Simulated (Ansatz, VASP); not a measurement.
Two plane-wave programs on Cu

```
Cu
1.0
     2.53410    0.00000    0.00000
    -1.26705    2.19459    0.00000
     0.00000    0.00000    4.11257
Cu
2
Direct
  0.33333 0.66667 0.25000
  0.66667 0.33333 0.75000
```

Alike in both runs: task single point; functional PBE; dispersion D3(BJ); k mesh 6 × 6 × 4; occupations gaussian, width 0.1 eV; no spin polarisation.

```csv
,VASP,Ansatz
version,VASP 6.6.1,Ansatz 0.2.0
potentials or method,"VASP PAW PBE potentials, release 64 (Cu), cutoff 600 eV","scalar-relativistic, plane waves, PAW"
valence electrons in the cell,22,38
```

Ansatz gave:

| Quantity | Value |
| --- | --- |
| gap on the k mesh at the Fermi level (eV) | none |
| pressure (GPa) | -1.2 |
| traceless stress, the component that is largest in VASP (GPa) | -1.17 |

Problem. Which values does VASP return?

Solution. gap on the k mesh at the Fermi level (eV): none; pressure (GPa): -0.6; traceless stress, the component that is largest in VASP (GPa): -1.21.

A gap of «none» marks a metal or a gap that the smearing closes. VASP's potentials hold 22 valence electrons a cell and Ansatz's 38, so a difference there can come from the potentials and not from the codes.

The k mesh is coarse, so the values compare programs but aren't converged.
